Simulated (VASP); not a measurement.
WS2, 9 atoms in the cell. Symmetry: R3m, No. 160, trigonal system. The conventional cell has a = 3.188 Å, b = 3.188 Å, c = 22.423 Å, α = 90.00°, β = 90.00°, γ = 120.00°. W (site symmetry 3m) has 6 S at 2.42 Å and 6 W at 3.19 Å within 3.2 Å. S (site symmetry 3m) has 3 W at 2.42 Å and 7 S at 3.14 to 3.19 Å within 3.2 Å. Within 3.2 Å of S (site symmetry 3m) lie 3 W at 2.42 Å and 7 S at 3.14 to 3.19 Å. 

| Item | Value |
| --- | --- |
| Program | VASP 6.6.1 |
| Task | single point |
| Functional | PBE |
| Potentials or basis | VASP PAW PBE potentials, release 64 (W_sv, S) |
| Cutoff | 520 eV |
| k mesh | 12 × 12 × 2 |
| Occupations | gaussian, width 0.02 eV |
| Spin | no spin polarisation |
| Dipole correction | no |
| Further INCAR settings | ALGO = Normal; EDIFF = 1e-07; NBANDS = 49 |

Potentials or basis: VASP PAW PBE potentials, release 64 (W_sv, S).

The run is started by

```sh
$ cat potpaw_PBE.64/W_sv/POTCAR potpaw_PBE.64/S/POTCAR > POTCAR
$ mpirun -np 1 vasp_std > vasp.out
```

Hardware: 1 thread of Intel(R) Xeon(R) Platinum 8488C (Sapphire Rapids) (shared host).

Q: How long does it take, and how much memory?

A: Run time: 4.5 min on 1 thread of Intel(R) Xeon(R) Platinum 8488C (Sapphire Rapids) (shared host), peak memory 0.45 GiB. Counts: scf iterations 17, k points 38.
